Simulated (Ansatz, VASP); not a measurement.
Two plane-wave programs on Ca

The input INCAR:

```
SYSTEM = Ca
PREC = Accurate ; ENCUT = 400
EDIFF = 1E-8 ; ISMEAR = -1
SIGMA = 0.08 ; LREAL = .False.
LASPH = .True. ; NELM = 120
ALGO = Normal ; ISIF = 2
LWAVE = .False. ; LCHARG = .False.
GGA = PS ; LEFG = .True.
NBANDS = 11 ; GGA_COMPAT = .False.
```

KPOINTS

```
Automatic mesh
0
Gamma
  11 11 11
  0 0 0
```

File POSCAR:

```
Ca
1.0
    0.0000000000      2.7942000000      2.7942000000
    2.7942000000      0.0000000000      2.7942000000
    2.7942000000      2.7942000000      0.0000000000
Ca
1
Direct
    0.0000000000      0.0000000000      0.0000000000
```

Input for Ansatz:

```yaml
crystal:
  lattice:
    - [0.0, 2.7942, 2.7942]
    - [2.7942, 0.0, 2.7942]
    - [2.7942, 2.7942, 0.0]
  atoms:
    - { symbol: Ca, position: [0.0, 0.0, 0.0] }
kpoints:
  mp_grid: { grid: [11, 11, 11] }
  band_path:
    path:
      - [0.0, 0.0, 0.0]
      - [0.5, 0.0, 0.5]
      - [0.625, 0.25, 0.625]
      - [0.375, 0.375, 0.75]
      - [0.0, 0.0, 0.0]
      - [0.5, 0.5, 0.5]
      - [0.5, 0.25, 0.75]
      - [0.5, 0.0, 0.5]
    npoints: 5
scf:
  occupations: { method: fermi_dirac, width: 0.08 }
hamiltonian:
  xc: pbesol
  pseudopotentials: { kind: paw }
output:
  forces: true
  stress: true
  eigenvalues: true
  efg: { contact_densities: true }
```

Alike in both runs: task electric field gradients; functional PBEsol; k mesh 11 × 11 × 11; occupations fermi-dirac, width 0.08 eV; no spin polarisation.

|  | VASP | Ansatz |
| --- | --- | --- |
| version | VASP 6.6.1 | Ansatz 0.2.0 |
| potentials or method | VASP PAW PBE potentials, release 64 (Ca_sv) | PAW with Ansatz's default frozen-core files, scalar-relativistic |
| plane-wave cutoff (eV) | 400 | 420 |
| valence electrons in the cell | 10 | 10 |

|  | VASP | Ansatz | Ansatz less VASP |
| --- | --- | --- | --- |
| pressure (GPa) | -1.1 | -1.2 | -0.01 |

VASP's potentials were made for PBE, not for PBEsol.
